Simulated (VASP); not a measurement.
Input of a VASP 6.6.1 run:

The input INCAR:

```
PREC = Accurate
ENCUT = 520
EDIFF = 1E-6
ISMEAR = 0
SIGMA = 0.05
LREAL = F
LASPH = T
NELM = 80
ALGO = Normal
ISIF = 2
LWAVE = F
LCHARG = F
GGA = CA
NBANDS = 11
```

File KPOINTS:

```
Automatic mesh
0
Gamma
  8 8 8
```

The input POSCAR:

```
BeTe
1.0
    0.0000000000      2.9916000000      2.9916000000
    2.9916000000      0.0000000000      2.9916000000
    2.9916000000      2.9916000000      0.0000000000
Be Te
1 1
Direct
    0.0000000000      0.0000000000      0.0000000000
    0.7500000000      0.7500000000      0.7500000000
```

Potentials or basis: VASP PAW LDA potentials, release 64 (Be, Te).

Run with:

```console
$ cat potpaw_LDA.64/Be/POTCAR potpaw_LDA.64/Te/POTCAR > POTCAR
$ mpirun -np 1 vasp_std > vasp.out
```

Task: What does it give for the band gap on the k mesh?

Result: 2.23 eV, indirect (least direct gap 2.52 eV).

Task: Estimate the pressure.

Result: -9.0 GPa.

Caveat: the cell differs from its parent crystal (strain +0.080 along x and y, +0.080 along z); spin-orbit coupling is left out, which moves the levels of the heavy elements. A k mesh can miss the band edges.
